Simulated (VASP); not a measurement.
HfO2, 3 atoms in the cell. Symmetry: Fm-3m, No. 225, cubic system. The conventional cell has a = 5.022 Å, b = 5.022 Å, c = 5.022 Å, α = 90.00°, β = 90.00°, γ = 90.00°. Hf (site symmetry m-3m) has 8 O at 2.17 Å within 2.9 Å. O (site symmetry -43m) has 4 Hf at 2.17 Å and 6 O at 2.51 Å within 2.9 Å. 

| Quantity | Value |
| --- | --- |
| Program | VASP 6.6.1 |
| Task | single point |
| Functional | PBEsol |
| Potentials or basis | VASP PAW PBE potentials, release 64 (Hf_pv, O) |
| Cutoff | 520 eV |
| k mesh | 9 × 9 × 9 |
| Occupations | fermi-dirac, width 0.05 eV |
| Spin | no spin polarisation |
| Dipole correction | no |
| Further INCAR settings | ALGO = Normal; EDIFF = 1e-07; NBANDS = 18 |

Potentials or basis: VASP PAW PBE potentials, release 64 (Hf_pv, O).

Run with:

```bash
$ cat potpaw_PBE.64/Hf_pv/POTCAR potpaw_PBE.64/O/POTCAR > POTCAR
$ mpirun -np 1 vasp_std > vasp.out
```

Hardware: 1 thread of AMD EPYC 9R45 96-Core Processor (Zen 5), on a shared host.

Task: Estimate the wall time of this run.

Result: Run time: 12 s on 1 thread of AMD EPYC 9R45 96-Core Processor (Zen 5), on a shared host, peak memory 0.14 GiB. Counts: scf iterations 14, k points 35.
